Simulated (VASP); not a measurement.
The system is TiO2.

```
CELL_PARAMETERS angstrom
2.96826 0.00000 0.00000
0.00021 4.70761 0.00000
1.48357 0.24235 7.08346
ATOMIC_POSITIONS crystal
Ti 0.00337 0.00039 0.00070
Ti 0.34464 0.48026 0.31696
Ti 0.66171 0.52047 0.68450
O 0.44004 0.18544 0.12854
O 0.77793 0.29773 0.45188
O 0.10124 0.30895 0.80624
O 0.90650 0.69184 0.19517
O 0.22941 0.70301 0.54951
O 0.56803 0.81530 0.87283
```

Base run:

| Item | Value |
| --- | --- |
| Program | VASP 6.6.1 |
| Functional | PBE |
| Potentials or basis | VASP PAW PBE potentials, release 64 (Ti_sv, O) |
| Cutoff | 520 eV |
| k mesh | 9 × 6 × 4 |
| Occupations | gaussian, width 0.012 eV |
| Spin | no spin polarisation |

Its results: band gap on the k mesh 2.24 eV (least direct gap 2.30 eV); pressure 4.4 GPa; largest force 0.184 eV/Å.

**Question.** The run is repeated on the same cell with these changes: k mesh from 9 × 6 × 4 to 4 × 3 × 2; occupations from gaussian, width 0.012 eV to fermi-dirac, width 0.05 eV. What comes out?

**Answer.** Band gap on the k mesh 2.29 eV; pressure 4.4 GPa; largest force 0.175 eV/Å.

Caveats: some runs use coarse meshes; an odd mesh through Γ misses points on the zone boundary, where band edges can lie; the cell stands under pressure (at least some runs).
